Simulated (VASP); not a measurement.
# Be3S5 (P6/mmm) in VASP: further runs

The runs below take Be3S5 through single point, with PBE.

Program: VASP 6.6.1. These are calculated values, not measurements. Logs are shortened: lines on timing, memory, paths and dates and some standing lists are left out, and cuts for length are marked.

## Step 1: The cell of the first run

The structure is hexagonal, space group P6/mmm (No. 191). Conventional cell: a = 5.558 Å, b = 5.558 Å, c = 5.660 Å, α = 90.00°, β = 90.00°, γ = 120.00°. Within 2.8 Å of Be (site symmetry mmm) lie 6 S at 2.15 to 2.78 Å and 4 Be at 2.78 Å. Within 2.8 Å of S (site symmetry 3m) lie 3 Be at 2.15 Å and 1 S at 2.79 Å. S (site symmetry 6/mmm) has 6 Be at 2.78 Å and 12 S at 3.52 Å within 3.7 Å.

## Step 2: Single point, PBE

Input file INCAR:

```
PREC = Accurate
ENCUT = 600
EDIFF = 1E-6
ISMEAR = 0
SIGMA = 0.2
LREAL = F
LASPH = T
NELM = 120
ALGO = Normal
ISIF = 2
LWAVE = F
LCHARG = F
GGA = PE
NBANDS = 28
GGA_COMPAT = F
```

Input file KPOINTS:

```
regular mesh
0
Gamma
  4 4 3
```

Input file POSCAR:

```
Be3S5
1.0
    5.5582309862      0.0000000000      0.0000000000
   -2.7791154931      4.8135692341      0.0000000000
    0.0000000000      0.0000000000      5.6601081151
Be S
3 5
Direct
    0.5000000000      0.0000000000      0.5000000000
    0.0000000000      0.5000000000      0.5000000000
    0.5000000000      0.5000000000      0.5000000000
    0.3333333333      0.6666666667      0.2464451067
    0.6666666667      0.3333333333      0.2464451067
    0.6666666667      0.3333333333      0.7535548933
    0.3333333333      0.6666666667      0.7535548933
    0.0000000000      0.0000000000      0.5000000000
```

Potentials or basis: VASP PAW PBE potentials, release 64 (Be, S).

Run with:

```sh
> cat potpaw_PBE.64/Be/POTCAR potpaw_PBE.64/S/POTCAR > POTCAR
> mpirun -np 1 vasp_std > vasp.out
```

OUTCAR:

```text
PREC = Accurate
   ENCUT = 600
   EDIFF = 1E-6
   ISMEAR = 0
   LREAL = F
   LASPH = T
   NELM = 120
   ISIF = 2
   GGA = PE

 ion  position               nearest neighbor table
   1  0.500  0.000  0.500-   4 2.15   5 2.15   6 2.15   7 2.15
   2  0.000  0.500  0.500-   4 2.15   5 2.15   6 2.15   7 2.15
   3  0.500  0.500  0.500-   4 2.15   5 2.15   6 2.15   7 2.15
   4  0.333  0.667  0.246-   1 2.15   2 2.15   3 2.15   7 2.79
   5  0.667  0.333  0.246-   1 2.15   2 2.15   3 2.15   6 2.79
   6  0.667  0.333  0.754-   1 2.15   2 2.15   3 2.15   5 2.79
   7  0.333  0.667  0.754-   1 2.15   2 2.15   3 2.15   4 2.79
   8  0.000  0.000  0.500-

  LATTYP: Found a hexagonal cell.
 ALAT       =     5.5582309862
 C/A-ratio  =     1.0183290563

  Lattice vectors:

 A1 = (   5.5582309862,   0.0000000000,   0.0000000000)
 A2 = (  -2.7791154931,   4.8135692341,   0.0000000000)
 A3 = (   0.0000000000,   0.0000000000,   5.6601081151)

Analysis of symmetry for initial positions (statically):
=====================================================================
 Subroutine PRICEL returns:
 Original cell was already a primitive cell.

 Routine SETGRP: Setting up the symmetry group for a
 hexagonal supercell.

 Subroutine GETGRP returns: Found 24 space group operations
 (whereof 24 operations were pure point group operations)
 out of a pool of 24 trial point group operations.

The static configuration has the point symmetry D_6h.

Analysis of symmetry for dynamics (positions and initial velocities):
=====================================================================
 Subroutine PRICEL returns:
 Original cell was already a primitive cell.

 Routine SETGRP: Setting up the symmetry group for a
 hexagonal supercell.

 Subroutine GETGRP returns: Found 24 space group operations
 (whereof 24 operations were pure point group operations)
 out of a pool of 24 trial point group operations.

The dynamic configuration has the point symmetry D_6h.

 Subroutine INISYM returns: Found 24 space group operations
 (whereof 24 operations are pure point group operations),
 and found     1 'primitive' translations

----------------------------------------------------------------------------------------

                                     Primitive cell

  volume of cell :     151.4358

  direct lattice vectors                    reciprocal lattice vectors
     5.558230986  0.000000000  0.000000000     0.179913358  0.103873026  0.000000000
    -2.779115493  4.813569234  0.000000000     0.000000000  0.207746051  0.000000000
     0.000000000  0.000000000  5.660108115     0.000000000  0.000000000  0.176675070

  length of vectors
     5.558230986  5.558230986  5.660108115     0.207746051  0.207746051  0.176675070

  position of ions in fractional coordinates (direct lattice)
     0.500000000  0.000000000  0.500000000
     1.000000000  0.500000000  0.500000000
     0.500000000  0.500000000  0.500000000
     0.333333333  0.666666667  0.246445107
     0.666666667  0.333333333  0.246445107
     0.666666667  0.333333333  0.753554893
     0.333333333  0.666666667  0.753554893
     0.000000000  0.000000000  0.500000000

  ion indices of the primitive-cell ions
   primitive index   ion index
                 1           1
                 2           2
                 3           3
                 4           4
                 5           5
                 6           6
                 7           7
                 8           8

----------------------------------------------------------------------------------------

 KPOINTS: regular mesh

Automatic generation of k-mesh.
 Grid dimensions read from file:
 generate k-points for:    4    4    3

 Generating k-lattice:

  Cartesian coordinates                     Fractional coordinates (reciprocal lattice)
     0.044978339  0.025968256  0.000000000     0.250000000 -0.000000000  0.000000000
     0.000000000  0.051936513  0.000000000     0.000000000  0.250000000  0.000000000
     0.000000000  0.000000000  0.058891690     0.000000000  0.000000000  0.333333333

  Length of vectors
     0.051936513  0.051936513  0.058891690

  Shift w.r.t. Gamma in fractional coordinates (k-lattice)
     0.000000000  0.000000000  0.000000000

 Subroutine IBZKPT returns following result:
 ===========================================

 Found      8 irreducible k-points:

 Following reciprocal coordinates:
            Coordinates               Weight
  0.000000  0.000000  0.000000      1.000000
  0.250000 -0.000000  0.000000      6.000000
  0.500000 -0.000000  0.000000      3.000000
  0.250000  0.250000  0.000000      6.000000
  0.000000  0.000000  0.333333      2.000000
  0.250000 -0.000000  0.333333     12.000000
  0.500000 -0.000000  0.333333      6.000000
  0.250000  0.250000  0.333333     12.000000
   k-points           NKPTS =      8   k-points in BZ     NKDIM =      8   number of bands    NBANDS=     28
   number of dos      NEDOS =    301   number of ions     NIONS =      8
   total plane-waves  NPLWV = 110592
   dimension x,y,z NGX =    48 NGY =   48 NGZ =   48
   dimension x,y,z NGXF=    96 NGYF=   96 NGZF=   96
   ions per type =               3   5
   NGX,Y,Z   is equivalent  to a cutoff of  14.36, 14.36, 14.10 a.u.
   NGXF,Y,Z  is equivalent  to a cutoff of  28.71, 28.71, 28.20 a.u.
 SYSTEM =  unknown system
   PREC   = accura    normal or accurate (medium, high low for compatibility)
   ISTART =      0    job   : 0-new  1-cont  2-samecut
   ICHARG =      2    charge: 1-file 2-atom 10-const
   ISPIN  =      1    spin polarized calculation?
   LNONCOLLINEAR =      F non collinear calculations
   LSORBIT =      F    spin-orbit coupling
   LASPH  =      T    aspherical Exc in radial PAW
   ENCUT  =  600.0 eV  44.10 Ry    6.64 a.u.  11.10 11.10 11.30*2*pi/ulx,y,z
   NELM   =    120;   NELMIN=  2; NELMDL= -5     # of ELM steps
   EDIFF  = 0.1E-05   stopping-criterion for ELM
   LREAL  =      F    real-space projection
   EDIFFG = 0.1E-04   stopping-criterion for IOM
   NSW    =      0    number of steps for IOM
   IBRION =     -1    ionic relax: 0-MD 1-quasi-New 2-CG
   NFREE  =      0    steps in history (QN), initial steepest desc. (CG)
   ISIF   =      2    stress and relaxation
   ISYM   =      2    0-nonsym 1-usesym 2-fastsym
   POTIM  = 0.5000    time-step for ionic-motion
   TEBEG  =    0.0;   TEEND  =   0.0 temperature during run
   PSTRESS=    0.0 pullay stress
   NELECT =      36.0000    total number of electrons
   NUPDOWN=      -1.0000    fix difference up-down
   EMIN   =  10.00;   EMAX   =-10.00  energy-range for DOS
   EFERMI =   0.00;   METHOD = LEGACY
   ISMEAR =     0;   SIGMA  =   0.20  broadening in eV -4-tet -1-fermi 0-gaus
   EFERMI_NEDOS =   21; number of points for ismear=-14 and -15
   IALGO  =     38    algorithm
   IMIX   =      4    mixing-type and parameters
     AMIX     =   0.40;   BMIX     =  1.00
     AMIX_MAG =   1.60;   BMIX_MAG =  1.00
  volume/ion in A,a.u.               =      18.93       127.74
  Fermi-wavevector in a.u.,A,eV,Ry     =   1.014144  1.916454 13.993420  1.028487
  Thomas-Fermi vector in A             =   2.147354
   LORBIT       =      0    0 simple, 1 ext, 2 COOP (PROOUT), +10 PAW based schemes
   GGA     = PE    functional components
   LHFCALC =     F    Hartree Fock is set to
   AEXX    =    0.0000 exact exchange contribution
   IVDW    =     0    specifies the selected vdW correction
   LEPSILON=     F    determine dielectric tensor
   LRPA    =     F    only Hartree local field effects (RPA)
 non-spin polarized calculation
 Gauss-broadening in eV      SIGMA  =   0.20
  energy-cutoff  :      600.00
  volume of cell :      151.44
 maximum number of plane-waves:      5061
 NGX is ok and might be reduce to    48
   NGX = 23   NGY = 23   NGZ = 23

 number of electron      35.9999998 magnetization

 Free energy of the ion-electron system (eV)
  ---------------------------------------------------
  ext. energy  EPLUGINS =         0.00000000
  ---------------------------------------------------
  free energy    TOTEN  =       -31.87830800 eV

  energy without entropy =      -31.68766961  energy(sigma->0) =      -31.78298881

 E-fermi :   2.5067     XC(G=0):  -8.7068

 val. band max:        2.5002190771   @ k =   0.2500   0.2500   0.0000
 cond. band min:       2.5312558094   @ k =   0.0000   0.0000   0.0000
 fundamental gap:      0.0310367324
 Fermi energy:         2.5067138121

 k-point     1 :       0.0000    0.0000    0.0000
  band No.  band energies     occupation
      1     -11.4976      2.00000
      2     -10.1677      2.00000
      3      -9.3854      2.00000
      4      -8.1435      2.00000
      5      -7.8553      2.00000
      6      -3.1428      2.00000
[... 20 lines left out ...]
     27      10.2631      0.00000
     28      10.2631      0.00000

 k-point     2 :       0.2500   -0.0000    0.0000
  band No.  band energies     occupation
      1     -11.3274      2.00000
      2     -10.3518      2.00000
      3      -9.2259      2.00000
      4      -8.2790      2.00000
      5      -8.1014      2.00000
      6      -3.1738      2.00000
[... 20 lines left out ...]
     27       9.4802      0.00000
     28      10.0197      0.00000

 k-point     3 :       0.5000   -0.0000    0.0000
  band No.  band energies     occupation
      1     -11.0321      2.00000
      2     -10.6550      2.00000
      3      -8.9504      2.00000
      4      -8.4586      2.00000
      5      -8.4263      2.00000
      6      -3.0941      2.00000
[... 120 lines left out ...]
      3      -9.5299      2.00000
      4      -9.0620      2.00000
      5      -8.4010      2.00000
      6      -2.7039      2.00000
[... 20 lines left out ...]
     27       9.6518      0.00000
     28      10.0503      0.00000

 k-point     8 :       0.2500    0.2500    0.3333
  band No.  band energies     occupation
      1     -10.7670      2.00000
      2     -10.3427      2.00000
      3      -9.5352      2.00000
      4      -9.0520      2.00000
      5      -8.4326      2.00000
      6      -2.2335      2.00000
[... 20 lines left out ...]
     27       9.5820      0.00000
     28      10.4865      0.00000

------------------------ aborting loop because EDIFF is reached ----------------------------------------

  FORCE on cell =-STRESS in cart. coord.  units (eV):
  Direction    XX          YY          ZZ          XY          YZ          ZX
  --------------------------------------------------------------------------------------
  -------------------------------------------------------------------------------------
  Total       -0.3600255     -0.3600255     -0.2417127      0.0000000     -0.0000000      0.0000000
  in kB       -3.8090383     -3.8090383     -2.5572989      0.0000000     -0.0000000      0.0000000
  external PRESSURE =      -3.3917918 kB  Pullay stress =       0.0000000 kB

 VOLUME and BASIS-vectors are now :
 -----------------------------------------------------------------------------
  energy-cutoff  :      600.00
  volume of cell :      151.44
      direct lattice vectors                 reciprocal lattice vectors
     5.558230986  0.000000000  0.000000000     0.179913358  0.103873026  0.000000000
    -2.779115493  4.813569234  0.000000000     0.000000000  0.207746051  0.000000000
     0.000000000  0.000000000  5.660108115     0.000000000  0.000000000  0.176675070

 POSITION                                       TOTAL-FORCE (eV/Angst)
 -----------------------------------------------------------------------------------
      2.77912      0.00000      2.83005         0.000000      0.000000      0.000000
     -1.38956      2.40678      2.83005         0.000000      0.000000      0.000000
      1.38956      2.40678      2.83005         0.000000      0.000000      0.000000
     -0.00000      3.20905      1.39491        -0.000000     -0.000000      0.027216
      2.77912      1.60452      1.39491         0.000000     -0.000000      0.027216
      2.77912      1.60452      4.26520         0.000000      0.000000     -0.027216
     -0.00000      3.20905      4.26520         0.000000     -0.000000     -0.027216
      0.00000      0.00000      2.83005         0.000000      0.000000      0.000000
 -----------------------------------------------------------------------------------
    total drift:                               -0.000000      0.000000     -0.000000

  FREE ENERGIE OF THE ION-ELECTRON SYSTEM (eV)
  ---------------------------------------------------
  free  energy   TOTEN  =       -31.8783080038 eV

  energy  without entropy=      -31.6876696071  energy(sigma->0) =      -31.78298881
```

Run time: 29 s. Hardware: 1 thread of Intel Xeon 6975P-C (Granite Rapids), shared host; peak memory 0.31 GiB.

What came out:

| Item | Value |
| --- | --- |
| Free energy | -31.8783 eV |
| Pressure | -0.3 GPa |
| Largest force | 0.027 eV/Å |
| Band gap on the k mesh | zero (band 18 reaches 3.00 eV, above the bottom of band 19 at 2.37 eV) |

Forces in eV/Å, atoms in the order of the input:
```
Be   0.000  0.000  0.000
Be   0.000  0.000  0.000
Be   0.000  0.000  0.000
S    0.000  0.000  0.027
S    0.000  0.000  0.027
S    0.000  0.000 -0.027
S    0.000  0.000 -0.027
S    0.000  0.000  0.000
```

Stress tensor (GPa, compression positive):
```
-0.38  0.00  0.00
 0.00 -0.38  0.00
 0.00  0.00 -0.26
```

Caveat: the k points lie up to 0.37 Å⁻¹ apart.

## Step 3: Single point, PBE

This run uses another cell than the first one, of 20.56 Å³/atom, 1.086 times its volume.

Input file INCAR:

```
SYSTEM = Be3S5
  PREC = Accurate
  ENCUT = 600
  EDIFF = 1E-6
  ISMEAR = 0
  SIGMA = 0.2
  LREAL = .FALSE.
  LASPH = .TRUE.
  NELM = 120
  ALGO = Normal
  ISIF = 2
  LWAVE = .FALSE.
  LCHARG = .TRUE.
  GGA = PE
  LELF = .TRUE.
  LVHAR = .TRUE.
  NBANDS = 28
  GGA_COMPAT = .FALSE.
```

Input file KPOINTS:

```
Automatic mesh
0
G
  4 4 3
  0 0 0
```

Input file POSCAR:

```
Be3S5
1.0
    5.0280121820     -0.0000000027      0.0000000000
   -2.5140060887      4.3543862815      0.0000000000
    0.0000000000      0.0000000000      7.5123761719
Be S
3 5
Direct
    0.5000000000      0.0000000000      0.0000000000
    0.0000000000      0.5000000000      0.0000000000
    0.5000000000      0.5000000000      0.0000000000
    0.3333333333      0.6666666667      0.7817876285
    0.6666666667      0.3333333333      0.7817876285
    0.6666666667      0.3333333333      0.2182123715
    0.3333333333      0.6666666667      0.2182123715
    0.0000000000      0.0000000000      0.0000000000
```

Potentials or basis: VASP PAW PBE potentials, release 64 (Be, S).

Run with:

```sh
> cat potpaw_PBE.64/Be/POTCAR potpaw_PBE.64/S/POTCAR > POTCAR
> mpirun -np 1 vasp_std > vasp.out
```

OUTCAR:

```text
SYSTEM = Be3S5
   PREC = Accurate
   ENCUT = 600
   EDIFF = 1E-6
   ISMEAR = 0
   LREAL = .FALSE.
   LASPH = .TRUE.
   NELM = 120
   ISIF = 2
   GGA = PE

 ion  position               nearest neighbor table
   1  0.500  0.000  0.000-   4 2.19   5 2.19   6 2.19   7 2.19   8 2.51   8 2.51
   2  0.000  0.500  0.000-   4 2.19   5 2.19   6 2.19   7 2.19   8 2.51   8 2.51
   3  0.500  0.500  0.000-   4 2.19   5 2.19   6 2.19   7 2.19   8 2.51   8 2.51
   4  0.333  0.667  0.782-   2 2.19   1 2.19   3 2.19
   5  0.667  0.333  0.782-   2 2.19   1 2.19   3 2.19
   6  0.667  0.333  0.218-   2 2.19   1 2.19   3 2.19
   7  0.333  0.667  0.218-   2 2.19   1 2.19   3 2.19
   8  0.000  0.000  0.000-   3 2.51   3 2.51   1 2.51   1 2.51   2 2.51   2 2.51

  LATTYP: Found a hexagonal cell.
 ALAT       =     5.0280121820
 C/A-ratio  =     1.4941046083

  Lattice vectors:

 A1 = (   5.0280121820,  -0.0000000027,   0.0000000000)
 A2 = (  -2.5140060887,   4.3543862815,   0.0000000000)
 A3 = (   0.0000000000,   0.0000000000,   7.5123761719)
[... 173 lines left out ...]
 cond. band min:       2.1219500774   @ k =   0.2500   0.0000   0.3333
 fundamental gap:      0.1674126744
 Fermi energy:         2.0981341783

 k-point     1 :       0.0000    0.0000    0.0000
  band No.  band energies     occupation
      1     -12.4092      2.00000
      2     -11.2254      2.00000
      3      -9.7169      2.00000
      4      -9.2189      2.00000
      5      -8.6111      2.00000
      6      -3.0531      2.00000
[... 237 lines left out ...]
     27       8.8697      0.00000
     28       9.7069      0.00000

------------------------ aborting loop because EDIFF is reached ----------------------------------------

  FORCE on cell =-STRESS in cart. coord.  units (eV):
  Direction    XX          YY          ZZ          XY          YZ          ZX
  --------------------------------------------------------------------------------------
  -------------------------------------------------------------------------------------
  Total        0.0065446      0.0065446      0.1637906     -0.0000000      0.0000000     -0.0000000
  in kB        0.0637515      0.0637515      1.5955083     -0.0000000      0.0000000     -0.0000000
  external PRESSURE =       0.5743371 kB  Pullay stress =       0.0000000 kB

 VOLUME and BASIS-vectors are now :
 -----------------------------------------------------------------------------
  energy-cutoff  :      600.00
  volume of cell :      164.48
      direct lattice vectors                 reciprocal lattice vectors
     5.028012182 -0.000000003  0.000000000     0.198885755  0.114826744  0.000000000
    -2.514006089  4.354386282  0.000000000     0.000000000  0.229653489  0.000000000
     0.000000000  0.000000000  7.512376172     0.000000000  0.000000000  0.133113675

 POSITION                                       TOTAL-FORCE (eV/Angst)
 -----------------------------------------------------------------------------------
      2.51401     -0.00000      0.00000         0.000000      0.000000     -0.000000
     -1.25700      2.17719      0.00000        -0.000000      0.000000     -0.000000
      1.25700      2.17719      0.00000        -0.000000      0.000000     -0.000000
      0.00000      2.90292      5.87308        -0.000000      0.000000     -0.004105
      2.51401      1.45146      5.87308        -0.000000     -0.000000     -0.004105
      2.51401      1.45146      1.63929         0.000000     -0.000000      0.004105
      0.00000      2.90292      1.63929        -0.000000     -0.000000      0.004105
      0.00000      0.00000      0.00000         0.000000      0.000000     -0.000000
 -----------------------------------------------------------------------------------
    total drift:                               -0.000000      0.000000      0.000000

  FREE ENERGIE OF THE ION-ELECTRON SYSTEM (eV)
  ---------------------------------------------------
  free  energy   TOTEN  =       -31.9545491620 eV

  energy  without entropy=      -31.8350222439  energy(sigma->0) =      -31.89478570
```

stdout:

```text
POSCAR found type information on POSCAR BeS
 POSCAR found :  2 types and       8 ions
 scaLAPACK will be used
 LDA part: xc-table for (Slater+PW92), standard interpolation
 POSCAR, INCAR and KPOINTS ok, starting setup
 FFT: planning ... GRIDC
 FFT: planning ... GRID_SOFT
 FFT: planning ... GRID
 WAVECAR not read
 entering main loop
```

Run time: 29 s. Hardware: 1 thread of Intel Xeon 6975P-C (Granite Rapids), shared host; peak memory 0.3 GiB.

Results:

* Free energy: -31.9545 eV
* Pressure: 0.1 GPa
* Largest force: 0.004 eV/Å
* Band gap on the k mesh: zero (band 18 reaches 2.14 eV, above the bottom of band 19 at 1.85 eV)

Forces on the atoms (eV/Å):
```
Be   0.000  0.000  0.000
Be   0.000  0.000  0.000
Be   0.000  0.000  0.000
S    0.000  0.000 -0.004
S    0.000  0.000 -0.004
S    0.000  0.000  0.004
S    0.000  0.000  0.004
S    0.000  0.000  0.000
```

Levels at points of the mesh, in eV from the Fermi level:
```
           k point  band 14  band 15  band 16  band 17  band 18  band 19  band 20  band 21  band 22  band 23
(0.00, 0.00, 0.00)    -2.79    -0.90    -0.52    -0.52    -0.28     0.57     0.57     4.00     4.00     4.43
(0.50, 0.00, 0.00)    -1.79    -1.19    -0.72    -0.54    -0.29    -0.25     0.65     3.28     4.87     5.03
```

Caveat: the k points lie up to 0.36 Å⁻¹ apart; this functional lacks dispersion, which binds the layers, so the pressure and a relaxed spacing across them are unreliable.
